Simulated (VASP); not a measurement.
Wanted: the native input for a VASP 6.6.1 run.

```
Task                   : single point
Functional             : LDA
Potentials or basis    : VASP PAW LDA potentials, release 64 (W_sv, S)
Cutoff                 : 500 eV
k mesh                 : 6 × 6 × 1
Occupations            : methfessel-paxton, width 0.1 eV
Spin                   : no spin polarisation
Dipole correction      : no
Further INCAR settings : ALGO = Normal; EDIFF = 1e-06; NBANDS = 20
```

The structure of WS2 lies in POSCAR:

```
WS2
1.0
    3.1835200000      0.0000000000      0.0000000000
   -1.5917600000      2.7570100000      0.0000000000
    0.0000000000      0.0000000000     16.9505800000
W S
1 2
Direct
    0.3468441672      0.6542446895     -0.0009139784
    0.6702709134      0.3128064167      0.9083465708
    0.6882107188      0.3286614041      0.0907428947
```

These files were run (other wordings do the same):

INCAR

```
PREC     = Accurate       # precision mode
ENCUT    = 500            # plane-wave cutoff, eV
EDIFF    = 1E-6           # SCF threshold, eV
ISMEAR   = 1              # smearing method
SIGMA    = 0.1            # smearing width, eV
LREAL    = F              # projectors in reciprocal space
LASPH    = T              # aspherical terms in the spheres
NELM     = 120            # most SCF steps
ALGO     = Normal         # electronic algorithm
ISIF     = 2              # what is computed and relaxed
LWAVE    = F              # write WAVECAR
LCHARG   = F              # write CHGCAR
NBANDS   = 20             # bands
GGA_COMPAT= F
```

KPOINTS

```
regular mesh
0
Gamma
  6 6 1
```

Potentials or basis: VASP PAW LDA potentials, release 64 (W_sv, S).

Launch:

```bash
$ cat potpaw_LDA.64/W_sv/POTCAR potpaw_LDA.64/S/POTCAR > POTCAR
$ mpirun -np 1 vasp_std > vasp.out
```

Results of the run:

- Largest force: 0.323 eV/Å
- Band gap on the k mesh: 1.68 eV, indirect (least direct gap 1.75 eV)

Caveat: spin-orbit coupling is left out, which moves the levels of the heavy elements.

Wall time 56 s on 1 thread of Intel(R) Xeon(R) Platinum 8259CL CPU @ 2.50GHz (Skylake/Cascade Lake), with other jobs on the host, peak memory 0.22 GiB.
